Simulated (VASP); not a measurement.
# CdS5 (I4/m) in VASP: notebook

The runs below take CdS5 through single point, relaxation of cell and atoms, with PBE.

Everything below comes from runs of VASP 6.6.1. Logs are shortened: lines on timing, memory, paths and dates and some standing lists are left out, and cuts for length are marked.

## 1. The cell of the first run

Symmetry: I4/m, No. 87, tetragonal system. Conventional cell: a = 6.327 Å, b = 6.327 Å, c = 7.046 Å, α = 90.00°, β = 90.00°, γ = 90.00°. Cd (site symmetry 4/m) has 6 S at 2.67 to 3.52 Å within 3.6 Å. Within 2.7 Å of S (site symmetry m) lie 2 S at 2.06 to 2.42 Å and 1 Cd at 2.67 Å. S (site symmetry 4/m) has 4 S at 2.42 Å within 3.2 Å.

## 2. Single point, PBE

Input file INCAR:

```
SYSTEM = CdS5
PREC     = Accurate       ! precision mode
ENCUT    = 630            ! plane-wave cutoff, eV
EDIFF    = 1E-6           ! SCF threshold, eV
ISMEAR   = 0              ! smearing method
SIGMA    = 0.2            ! smearing width, eV
LREAL    = .FALSE.        ! projectors in reciprocal space
LASPH    = .TRUE.         ! aspherical terms in the spheres
NELM     = 120            ! most SCF steps
ALGO     = Normal         ! electronic algorithm
ISIF     = 2              ! what is computed and relaxed
LWAVE    = .FALSE.        ! write WAVECAR
LCHARG   = .FALSE.        ! write CHGCAR
GGA      = PE             ! functional
NBANDS   = 34             ! bands
GGA_COMPAT= .FALSE.
```

Input file KPOINTS:

```
regular mesh
0
G
  4 4 4
  0 0 0
```

Input file POSCAR:

```
CdS5
1.0
   -3.1633165064      3.1633165064      3.5230761677
    3.1633165064     -3.1633165064      3.5230761677
    3.1633165064      3.1633165064     -3.5230761677
Cd S
1 5
Direct
    0.0000000000      0.0000000000      0.0000000000
    0.8702490637      0.4019684115      0.2722174753
    0.5980315885      0.8702490637      0.4682806522
    0.1297509363      0.5980315885      0.7277825247
    0.4019684115      0.1297509363      0.5317193478
    0.5000000000      0.5000000000      0.0000000000
```

Potentials or basis: VASP PAW PBE potentials, release 64 (Cd_sv_GW, S).

The run is started by

```sh
$ cat potpaw_PBE.64/Cd_sv_GW/POTCAR potpaw_PBE.64/S/POTCAR > POTCAR
$ mpirun -np 1 vasp_std > vasp.out
```

OUTCAR:

```text
SYSTEM = CdS5
   PREC = Accurate
   ENCUT = 630
   EDIFF = 1E-6
   ISMEAR = 0
   LREAL = .FALSE.
   LASPH = .TRUE.
   NELM = 120
   ISIF = 2
   GGA = PE

 ion  position               nearest neighbor table
   1  0.000  0.000  0.000-   5 2.67   3 2.67   4 2.67   2 2.67
   2  0.870  0.402  0.272-   4 2.06   6 2.42   1 2.67
   3  0.598  0.870  0.468-   5 2.06   6 2.42   1 2.67
   4  0.130  0.598  0.728-   2 2.06   6 2.42   1 2.67
   5  0.402  0.130  0.532-   3 2.06   6 2.42   1 2.67
   6  0.500  0.500  0.000-   3 2.42   5 2.42   4 2.42   2 2.42

  LATTYP: Found a body centered tetragonal cell.
 ALAT       =     6.3266330128
 C/A-ratio  =     1.1137286328

  Lattice vectors:

 A1 = (  -3.1633165064,   3.1633165064,   3.5230761677)
 A2 = (   3.1633165064,  -3.1633165064,   3.5230761677)
 A3 = (   3.1633165064,   3.1633165064,  -3.5230761677)

Analysis of symmetry for initial positions (statically):
=====================================================================
 Subroutine PRICEL returns:
 Original cell was already a primitive cell.

 Routine SETGRP: Setting up the symmetry group for a
 body centered tetragonal supercell.

 Subroutine GETGRP returns: Found  8 space group operations
 (whereof  8 operations were pure point group operations)
 out of a pool of 16 trial point group operations.

The static configuration has the point symmetry C_4h.

Analysis of symmetry for dynamics (positions and initial velocities):
=====================================================================
 Subroutine PRICEL returns:
 Original cell was already a primitive cell.

 Routine SETGRP: Setting up the symmetry group for a
 body centered tetragonal supercell.

 Subroutine GETGRP returns: Found  8 space group operations
 (whereof  8 operations were pure point group operations)
 out of a pool of 16 trial point group operations.

The dynamic configuration has the point symmetry C_4h.

 Subroutine INISYM returns: Found  8 space group operations
 (whereof  8 operations are pure point group operations),
 and found     1 'primitive' translations

----------------------------------------------------------------------------------------

                                     Primitive cell

  volume of cell :     141.0157

  direct lattice vectors                    reciprocal lattice vectors
    -3.163316506  3.163316506  3.523076168     0.000000000  0.158061958  0.141921428
     3.163316506 -3.163316506  3.523076168     0.158061958  0.000000000  0.141921428
     3.163316506  3.163316506 -3.523076168     0.158061958  0.158061958  0.000000000

  length of vectors
     5.694313683  5.694313683  5.694313683     0.212427103  0.212427103  0.223533364

  position of ions in fractional coordinates (direct lattice)
     0.000000000  0.000000000  0.000000000
     0.870249064  0.401968412  0.272217475
     0.598031588  0.870249064  0.468280652
     0.129750936  0.598031588  0.727782525
     0.401968412  0.129750936  0.531719348
     0.500000000  0.500000000  0.000000000

  ion indices of the primitive-cell ions
   primitive index   ion index
                 1           1
                 2           2
                 3           3
                 4           4
                 5           5
                 6           6

----------------------------------------------------------------------------------------

 KPOINTS: regular mesh

Automatic generation of k-mesh.
 Grid dimensions read from file:
 generate k-points for:    4    4    4

 Generating k-lattice:

  Cartesian coordinates                     Fractional coordinates (reciprocal lattice)
     0.000000000  0.039515489  0.035480357     0.250000000  0.000000000  0.000000000
     0.039515489  0.000000000  0.035480357     0.000000000  0.250000000  0.000000000
     0.039515489  0.039515489  0.000000000     0.000000000  0.000000000  0.250000000

  Length of vectors
     0.053106776  0.053106776  0.055883341

  Shift w.r.t. Gamma in fractional coordinates (k-lattice)
     0.000000000  0.000000000  0.000000000

 Subroutine IBZKPT returns following result:
 ===========================================

 Found     14 irreducible k-points:

 Following reciprocal coordinates:
            Coordinates               Weight
  0.000000  0.000000  0.000000      1.000000
  0.250000  0.000000  0.000000      8.000000
  0.500000  0.000000  0.000000      4.000000
  0.250000  0.250000  0.000000      8.000000
  0.500000  0.250000  0.000000      8.000000
 -0.250000  0.500000  0.000000      8.000000
 -0.250000  0.250000  0.000000      4.000000
  0.500000  0.500000  0.000000      2.000000
  0.250000  0.250000  0.250000      2.000000
 -0.250000  0.250000  0.250000      4.000000
  0.500000  0.500000  0.250000      4.000000
 -0.250000  0.500000  0.250000      8.000000
 -0.250000 -0.250000  0.250000      2.000000
  0.500000  0.500000  0.500000      1.000000
   k-points           NKPTS =     14   k-points in BZ     NKDIM =     14   number of bands    NBANDS=     34
   number of dos      NEDOS =    301   number of ions     NIONS =      6
   total plane-waves  NPLWV = 110592
   dimension x,y,z NGX =    48 NGY =   48 NGZ =   48
   dimension x,y,z NGXF=    96 NGYF=   96 NGZF=   96
   ions per type =               1   5
   NGX,Y,Z   is equivalent  to a cutoff of  14.01, 14.01, 14.01 a.u.
   NGXF,Y,Z  is equivalent  to a cutoff of  28.03, 28.03, 28.03 a.u.
 SYSTEM =  CdS5
   PREC   = accura    normal or accurate (medium, high low for compatibility)
   ISTART =      0    job   : 0-new  1-cont  2-samecut
   ICHARG =      2    charge: 1-file 2-atom 10-const
   ISPIN  =      1    spin polarized calculation?
   LNONCOLLINEAR =      F non collinear calculations
   LSORBIT =      F    spin-orbit coupling
   LASPH  =      T    aspherical Exc in radial PAW
   ENCUT  =  630.0 eV  46.30 Ry    6.80 a.u.  11.65 11.65 11.65*2*pi/ulx,y,z
   NELM   =    120;   NELMIN=  2; NELMDL= -5     # of ELM steps
   EDIFF  = 0.1E-05   stopping-criterion for ELM
   LREAL  =      F    real-space projection
   EDIFFG = 0.1E-04   stopping-criterion for IOM
   NSW    =      0    number of steps for IOM
   IBRION =     -1    ionic relax: 0-MD 1-quasi-New 2-CG
   NFREE  =      0    steps in history (QN), initial steepest desc. (CG)
   ISIF   =      2    stress and relaxation
   ISYM   =      2    0-nonsym 1-usesym 2-fastsym
   POTIM  = 0.5000    time-step for ionic-motion
   TEBEG  =    0.0;   TEEND  =   0.0 temperature during run
   PSTRESS=    0.0 pullay stress
   NELECT =      50.0000    total number of electrons
   NUPDOWN=      -1.0000    fix difference up-down
   EMIN   =  10.00;   EMAX   =-10.00  energy-range for DOS
   EFERMI =   0.00;   METHOD = LEGACY
   ISMEAR =     0;   SIGMA  =   0.20  broadening in eV -4-tet -1-fermi 0-gaus
   EFERMI_NEDOS =   21; number of points for ismear=-14 and -15
   IALGO  =     38    algorithm
   IMIX   =      4    mixing-type and parameters
     AMIX     =   0.40;   BMIX     =  1.00
     AMIX_MAG =   1.60;   BMIX_MAG =  1.00
  volume/ion in A,a.u.               =      23.50       158.60
  Fermi-wavevector in a.u.,A,eV,Ry     =   1.158713  2.189649 18.267384  1.342615
  Thomas-Fermi vector in A             =   2.295312
   LORBIT       =      0    0 simple, 1 ext, 2 COOP (PROOUT), +10 PAW based schemes
   GGA     = PE    functional components
   LHFCALC =     F    Hartree Fock is set to
   AEXX    =    0.0000 exact exchange contribution
   IVDW    =     0    specifies the selected vdW correction
   LEPSILON=     F    determine dielectric tensor
   LRPA    =     F    only Hartree local field effects (RPA)
 non-spin polarized calculation
 Gauss-broadening in eV      SIGMA  =   0.20
  energy-cutoff  :      630.00
  volume of cell :      141.02
 maximum number of plane-waves:      5099
 NGX is ok and might be reduce to    48
   NGX = 23   NGY = 23   NGZ = 23

 number of electron      50.0000010 magnetization

 Free energy of the ion-electron system (eV)
  ---------------------------------------------------
  ext. energy  EPLUGINS =         0.00000000
  ---------------------------------------------------
  free energy    TOTEN  =       -19.94795759 eV

  energy without entropy =      -19.88100952  energy(sigma->0) =      -19.91448356

 E-fermi :   3.6912     XC(G=0):  -9.1041

 val. band max:        3.6440859823   @ k =   0.2500   0.2500   0.0000
 cond. band min:       3.7063788042   @ k =   0.5000   0.0000   0.0000
 fundamental gap:      0.0622928219
 Fermi energy:         3.6912177089

 k-point     1 :       0.0000    0.0000    0.0000
  band No.  band energies     occupation
      1     -98.9904      2.00000
      2     -60.0823      2.00000
      3     -60.0336      2.00000
      4     -60.0336      2.00000
      5     -12.2260      2.00000
      6     -10.9785      2.00000
[... 26 lines left out ...]
     33       9.7572      0.00000
     34      10.8878      0.00000

 k-point     2 :       0.2500    0.0000    0.0000
  band No.  band energies     occupation
      1     -98.9904      2.00000
      2     -60.0823      2.00000
      3     -60.0335      2.00000
      4     -60.0335      2.00000
      5     -12.0551      2.00000
      6     -11.1037      2.00000
[... 26 lines left out ...]
     33      10.0606      0.00000
     34      10.4925      0.00000

 k-point     3 :       0.5000    0.0000    0.0000
  band No.  band energies     occupation
      1     -98.9904      2.00000
      2     -60.0823      2.00000
      3     -60.0336      2.00000
      4     -60.0335      2.00000
      5     -11.7470      2.00000
      6     -11.3854      2.00000
[... 26 lines left out ...]
     33      10.2923      0.00000
     34      10.6715      0.00000

 k-point     4 :       0.2500    0.2500    0.0000
  band No.  band energies     occupation
      1     -98.9904      2.00000
      2     -60.0823      2.00000
      3     -60.0336      2.00000
      4     -60.0335      2.00000
      5     -11.8321      2.00000
      6     -11.2266      2.00000
[... 26 lines left out ...]
     33      10.2991      0.00000
     34      10.6780      0.00000

 k-point     5 :       0.5000    0.2500    0.0000
  band No.  band energies     occupation
      1     -98.9904      2.00000
      2     -60.0823      2.00000
      3     -60.0336      2.00000
      4     -60.0335      2.00000
      5     -11.6219      2.00000
      6     -11.3340      2.00000
[... 251 lines left out ...]
 k-point    12 :      -0.2500    0.5000    0.2500
  band No.  band energies     occupation
      1     -98.9904      2.00000
      2     -60.0823      2.00000
      3     -60.0335      2.00000
      4     -60.0335      2.00000
      5     -11.8754      2.00000
      6     -11.2775      2.00000
[... 26 lines left out ...]
     33       9.9882      0.00000
     34      10.3342      0.00000

 k-point    13 :      -0.2500   -0.2500    0.2500
  band No.  band energies     occupation
      1     -98.9904      2.00000
      2     -60.0823      2.00000
      3     -60.0335      2.00000
      4     -60.0335      2.00000
      5     -12.0959      2.00000
      6     -11.1035      2.00000
[... 26 lines left out ...]
     33       9.8574      0.00000
     34       9.8575      0.00000

 k-point    14 :       0.5000    0.5000    0.5000
  band No.  band energies     occupation
      1     -98.9904      2.00000
      2     -60.0823      2.00000
      3     -60.0335      2.00000
      4     -60.0335      2.00000
      5     -11.9598      2.00000
      6     -11.2218      2.00000
[... 26 lines left out ...]
     33      10.5403      0.00000
     34      10.7544      0.00000

------------------------ aborting loop because EDIFF is reached ----------------------------------------

  FORCE on cell =-STRESS in cart. coord.  units (eV):
  Direction    XX          YY          ZZ          XY          YZ          ZX
  --------------------------------------------------------------------------------------
  -------------------------------------------------------------------------------------
  Total       -0.1979228     -0.1979228      0.1482805      0.0000003     -0.0000000      0.0000000
  in kB       -2.2487392     -2.2487392      1.6847184      0.0000034     -0.0000000      0.0000000
  external PRESSURE =      -0.9375867 kB  Pullay stress =       0.0000000 kB

 VOLUME and BASIS-vectors are now :
 -----------------------------------------------------------------------------
  energy-cutoff  :      630.00
  volume of cell :      141.02
      direct lattice vectors                 reciprocal lattice vectors
    -3.163316506  3.163316506  3.523076168     0.000000000  0.158061958  0.141921428
     3.163316506 -3.163316506  3.523076168     0.158061958  0.000000000  0.141921428
     3.163316506  3.163316506 -3.523076168     0.158061958  0.158061958  0.000000000

 POSITION                                       TOTAL-FORCE (eV/Angst)
 -----------------------------------------------------------------------------------
      0.00000      0.00000      0.00000         0.000000     -0.000000      0.000000
     -0.62021      2.34243      3.52308         0.055656      0.094965     -0.000000
      2.34243      0.62021      3.52308         0.094965     -0.055656     -0.000000
      3.78353      0.82089      0.00000        -0.055656     -0.094965      0.000000
      0.82089      2.54311      0.00000        -0.094965      0.055656      0.000000
      0.00000      0.00000      3.52308         0.000000     -0.000000     -0.000000
 -----------------------------------------------------------------------------------
    total drift:                                0.000000      0.000000     -0.000000

  FREE ENERGIE OF THE ION-ELECTRON SYSTEM (eV)
  ---------------------------------------------------
  free  energy   TOTEN  =       -19.9479575873 eV

  energy  without entropy=      -19.8810095236  energy(sigma->0) =      -19.91448356
```

Run time: 1.7 min. Hardware: 1 thread of Intel Xeon Platinum 8259CL at 2.50GHz (Skylake/Cascade Lake), shared host; peak memory 0.36 GiB.

Results:

```
Free energy            : -19.9480 eV
Pressure               : -0.1 GPa
Largest force          : 0.110 eV/Å
Band gap on the k mesh : zero (bands 25 and 26 overlap by 0.74 eV)
```

Forces in eV/Å, atoms in the order of the input:
```
Cd   0.000  0.000  0.000
S    0.056  0.095  0.000
S    0.095 -0.056  0.000
S   -0.056 -0.095  0.000
S   -0.095  0.056  0.000
S    0.000  0.000  0.000
```

Stress tensor (GPa, compression positive):
```
-0.22  0.00  0.00
 0.00 -0.22  0.00
 0.00  0.00  0.17
```

Levels at points of the mesh, in eV from the Fermi level:
| k point | band 22 | band 23 | band 24 | band 25 | band 26 | band 27 | band 28 | band 29 |
| --- | --- | --- | --- | --- | --- | --- | --- | --- |
| (0.00, 0.00, 0.00) | -1.58 | -1.18 | -1.18 | -0.84 | -0.31 | -0.31 | 3.16 | 3.72 |
| (0.50, 0.00, 0.00) | -2.08 | -1.10 | -0.79 | -0.79 | 0.02 | 1.70 | 2.06 | 3.39 |
| (0.50, 0.50, 0.00) | -2.54 | -2.22 | -0.55 | 0.41 | 1.23 | 2.13 | 2.56 | 2.61 |
| (0.50, 0.50, 0.50) | -1.61 | -0.61 | -0.39 | -0.39 | -0.32 | -0.32 | 3.14 | 3.58 |

Caveat: semilocal functionals underestimate gaps, and a narrow one can read as zero.

(Continued in part 2 of 2.)

The gap in the log of VASP goes by the Fermi energy; the results here count the filled bands.